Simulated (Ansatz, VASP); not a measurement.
**One calculation of Ge, two programs**

INCAR

```
SYSTEM = Ge
ALGO = Normal
EDIFF = 1E-6
ENCUT = 520
ISIF = 2
ISMEAR = -1
LASPH = .True.
LCHARG = .True.
LELF = .True.
LREAL = .False.
LVHAR = .True.
LWAVE = .False.
NBANDS = 21
NELM = 100
PREC = Accurate
SIGMA = 0.03
```

KPOINTS

```
k-points
0
Gamma
  10 10 10
  0 0 0
```

File POSCAR:

```
Ge
1.0
    0.0000000000      2.8147752533      2.8147752533
    2.8147752533      0.0000000000      2.8147752533
    2.8147752533      2.8147752533      0.0000000000
Ge
2
Direct
    0.5000000000      0.5000000000      0.5000000000
    0.7500000000      0.7500000000      0.7500000000
```

Input for Ansatz:

```yaml
crystal:
  lattice:
    - [0.0, 2.8147752533, 2.8147752533]
    - [2.8147752533, 0.0, 2.8147752533]
    - [2.8147752533, 2.8147752533, 0.0]
  atoms:
    - { symbol: Ge, position: [0.5, 0.5, 0.5] }
    - { symbol: Ge, position: [0.75, 0.75, 0.75] }
hamiltonian:
  xc: lda
  pseudopotentials:
    kind: paw
    azcp:
      Ge: "pseudopotentials/Ge.paw.azcp"
basis:
  ecutwfc: 420
  fft_grid_basis: typed
kpoints:
  mp_grid: { grid: [10, 10, 10], shift: [0, 0, 0] }
magnetization:
  spin_polarized: false
scf:
  occupations: { method: fermi_dirac, width: 0.03 }
  lower_state_search: "off"
output:
  stress: true
  write_density: true
  write_potential: true
  elf: true
  volumetric_format: npy
```

Alike in both runs: task single point; functional LDA; k mesh 10 × 10 × 10; occupations fermi-dirac, width 0.03 eV; no spin polarisation.

```csv
,VASP,Ansatz
version,VASP 6.6.1,Ansatz 0.2.0
potentials or method,"VASP PAW LDA potentials, release 64 (Ge_d), cutoff 520 eV","plane waves (420 eV) with PAW, scalar-relativistic"
valence electrons in the cell,28,28
```

|  | VASP | Ansatz | Ansatz less VASP |
| --- | --- | --- | --- |
| pressure (GPa) | -0.1 | -0.3 | -0.21 |

Ansatz warns that its potentials were made for another functional, while VASP's fit it. LDA's correlation is that of Perdew and Zunger in VASP and of Perdew and Wang (1992) in Ansatz.
